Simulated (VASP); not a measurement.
The system is Ta.

```
Ta
1.0
     0.00000    2.08252    2.08252
     2.08252    0.00000    2.08252
     2.08252    2.08252    0.00000
Ta
1
Direct
  0.00000 0.00000 0.00000
```

```yaml
Program: VASP 6.6.1
Task: relaxation of cell and atoms
Functional: BLYP
Potentials_or_basis: VASP PAW PBE potentials, release 64 (Ta_pv)
Cutoff: 600 eV
k_mesh: 13 × 13 × 13
Occupations: fermi-dirac, width 0.1 eV
Spin: no spin polarisation
```

At the start: pressure 15.6 GPa; volume 18.06 Å³/atom.

Problem. How do energy, volume and symmetry change on relaxing?

Solution. Over 4 steps the energy falls by 65.0 meV/atom and the volume is 19.49 Å³/atom (+7.9 %); space group Fm-3m (No. 225, to 0.05 Å).

Step by step:
| step | energy change (eV) | largest force (eV/Å) | pressure (GPa) | volume (Å³) |
| --- | --- | --- | --- | --- |
| 1 | 0.0000 | 0.0000 | 15.58 | 18.06 |
| 2 | 0.2072 | 0.0000 | -21.21 | 23.05 |
| 3 | -0.0648 | 0.0000 | -0.77 | 19.57 |
| 4 | -0.0650 | 0.0000 | -0.06 | 19.49 |

Final structure:
```xyz
1
Lattice="0.0000 2.1361 2.1361 2.1361 0.0000 2.1361 2.1361 2.1361 0.0000" Properties=species:S:1:pos:R:3 pbc="T T T"
Ta    0.0000    0.0000    0.0000
```

Caveat: the PAW data sets were made with another functional, which shifts forces and pressure a little.
